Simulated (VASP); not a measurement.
Write the native input for VASP 6.6.1 that does the following.

* Task: single point
* Functional: PBE
* Potentials or basis: VASP PAW PBE potentials, release 64 (Gd, O)
* Cutoff: 520 eV
* k mesh: 7 × 7 × 7
* Occupations: fermi-dirac, width 0.05 eV
* Spin: collinear spin, ferromagnetic start
* Starting moments: [14.0, 0.0] μB
* Fixed moment: 14 μB
* Dipole correction: no
* Further INCAR settings: ALGO = Normal; EDIFF = 1e-07; NBANDS = 23

The structure of GdO lies in POSCAR:

```
GdO
1.0
    0.0000000000      2.7000000000      2.7000000000
    2.7000000000      0.0000000000      2.7000000000
    2.7000000000      2.7000000000      0.0000000000
Gd O
1 1
Direct
    0.0000000000      0.0000000000      0.0000000000
    0.7500000000      0.7500000000      0.7500000000
```

One way to write it, as run:

INCAR

```
PREC = Accurate
ENCUT = 520
EDIFF = 1E-7
ISMEAR = -1
SIGMA = 0.05
LREAL = False
LASPH = True
NELM = 150
ALGO = Normal
ISIF = 2
LWAVE = False
LCHARG = False
ISPIN = 2
MAGMOM = 14 0
LORBIT = 11
NUPDOWN = 14.0
LMAXMIX = 6
GGA = PE
NBANDS = 23
```

KPOINTS

```
regular mesh
0
Gamma
  7 7 7
```

Potentials or basis: VASP PAW PBE potentials, release 64 (Gd, O).

Run with:

```console
$ cat potpaw_PBE.64/Gd/POTCAR potpaw_PBE.64/O/POTCAR > POTCAR
$ mpirun -np 1 vasp_std > vasp.out
```

It gave:

| Property | Result |
| --- | --- |
| Pressure | 54.6 GPa |
| Net moment | 14.00 μB per cell |
| Site moments | Gd +8.37; O +2.48 μB |
| Valence electrons inside the program's atomic spheres | Gd 15.69; O 4.24 |

Caveat: the cell stands under pressure; the total moment is fixed, so each spin has its own Fermi level and the state may be an excited one; a cell with one magnetic atom can't hold antiferromagnetic order, which such compounds often take.

It took 27 s on 1 thread of Intel(R) Xeon(R) 6975P-C (Granite Rapids) (shared host), peak memory 0.19 GiB.
